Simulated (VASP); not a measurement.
A run of VASP 6.6.1:

Contents of INCAR:

```
SYSTEM = BaSnGe
PREC = Accurate
ENCUT = 520
EDIFF = 1E-6
ISMEAR = 0
SIGMA = 0.1
LREAL = .FALSE.
LASPH = .TRUE.
NELM = 100
ALGO = Normal
ISIF = 2
LWAVE = .FALSE.
LCHARG = .FALSE.
GGA = PE
NBANDS = 26
```

KPOINTS

```
regular mesh
0
G
  6 6 4
  0 0 0
```

Contents of POSCAR:

```
BaSnGe
1.0
    4.8243232000      0.0000000000      0.0000000000
   -2.4121616000      4.1779864000      0.0000000000
    0.0000000000      0.0000000000      4.9063731000
Ba Sn Ge
1 1 1
Direct
    0.0000000000      0.0000000000      0.0000000000
    0.6666667000      0.3333333000      0.5000000000
    0.3333333000      0.6666667000      0.5000000000
```

Potentials or basis: VASP PAW PBE potentials, release 64 (Ba_sv, Sn_d, Ge_d).

Launch:

```bash
$ cat potpaw_PBE.64/Ba_sv/POTCAR potpaw_PBE.64/Sn_d/POTCAR potpaw_PBE.64/Ge_d/POTCAR > POTCAR
$ mpirun -np 1 vasp_std > vasp.out
```

Hardware: 1 thread of Intel(R) Xeon(R) 6975P-C (Granite Rapids), on a shared host.

**Question.** How long does it take, and how much memory?

**Answer.** Wall time 17 s on 1 thread of Intel(R) Xeon(R) 6975P-C (Granite Rapids) (shared host), peak memory 0.23 GiB. Counts: scf iterations 12, k points 21.
